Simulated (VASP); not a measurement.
SiC, 2 atoms in the cell. Symmetry: F-43m, No. 216, cubic system. Conventional cell: a = 4.380 Å, b = 4.380 Å, c = 4.380 Å, α = 90.00°, β = 90.00°, γ = 90.00°. Within 2.5 Å of Si (site symmetry -43m) lie 4 C at 1.90 Å. C (site symmetry -43m) has 4 Si at 1.90 Å within 2.5 Å. 

| Property | Result |
| --- | --- |
| Program | VASP 6.6.1 |
| Task | relaxation of cell and atoms |
| Functional | PBE |
| Potentials or basis | VASP PAW PBE potentials, release 64 (Si, C) |
| Cutoff | 600 eV |
| k mesh | 10 × 10 × 10 |
| Occupations | gaussian, width 0.02 eV |
| Spin | no spin polarisation |
| Dipole correction | no |
| Further INCAR settings | ALGO = Normal; EDIFF = 1e-06; IBRION = 2; EDIFFG = -0.01; NSW = 100; ISIF = 3 |

Potentials or basis: VASP PAW PBE potentials, release 64 (Si, C).

Launch:

```sh
$ cat potpaw_PBE.64/Si/POTCAR potpaw_PBE.64/C/POTCAR > POTCAR
$ mpirun -np 1 vasp_std > vasp.out
```

Hardware: 1 thread of Intel(R) Xeon(R) 6975P-C (Granite Rapids), with other jobs on the host.

Problem. Estimate the wall time of this run.

Solution. Run time: 8.5 s on 1 thread of Intel(R) Xeon(R) 6975P-C (Granite Rapids) (shared host), peak memory 0.15 GiB. Counts: scf iterations 19, k points 47, ion steps 3.
